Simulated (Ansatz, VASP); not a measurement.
Two plane-wave programs on VMo2S6

```xyz
9
Lattice="3.4375 0.0000 0.0000 -1.7188 2.9770 0.0000 0.0000 0.0000 18.7130" Properties=species:S:1:pos:R:3 pbc="T T T"
V     0.0000    0.0000    0.0000
Mo    0.0000    0.0000   12.4753
Mo    0.0000    0.0000    6.2377
S     1.7188    0.9923   17.2198
S     1.7188    0.9923    4.7445
S     1.7188    0.9923   10.9822
S     0.0000    1.9847   13.9685
S     0.0000    1.9847    1.4931
S     0.0000    1.9847    7.7308
```

Alike in both runs: task single point; functional PBE; k mesh 6 × 6 × 1; occupations gaussian, width 0.1 eV; collinear spin.

|  | VASP | Ansatz |
| --- | --- | --- |
| version | VASP 6.6.1 | Ansatz 0.2.0 |
| potentials or method | VASP PAW PBE potentials, release 64 (V_sv, Mo_sv, S), cutoff 520 eV | scalar-relativistic, plane waves, PAW |
| valence electrons in the cell | 77 | 77 |

VASP gave:

- gap on the k mesh at the Fermi level (eV): none
- pressure (GPa): -9.1
- traceless stress, the component that is largest in VASP (GPa): 3.76
- rms of the force components (eV/Å): 0.401
- net moment per atom (μB): 0.11
- size of the moment on the site where the two differ most (μB): 1.25

**Question.** What did Ansatz give for the same quantities?

**Answer.** gap on the k mesh at the Fermi level (eV): none; pressure (GPa): -9.0; traceless stress, the component that is largest in VASP (GPa): 3.73; rms of the force components (eV/Å): 0.402; net moment per atom (μB): 0.11; size of the moment on the site where the two differ most (μB): 1.16.

Site moments also hang on the region over which each program counts them. Atom by atom the forces differ by 0.002 eV/Å (rms over components). A gap of «none» marks a metal or a gap that the smearing closes. With one functional, cell and mesh, what is left measures potentials, basis and numerics.
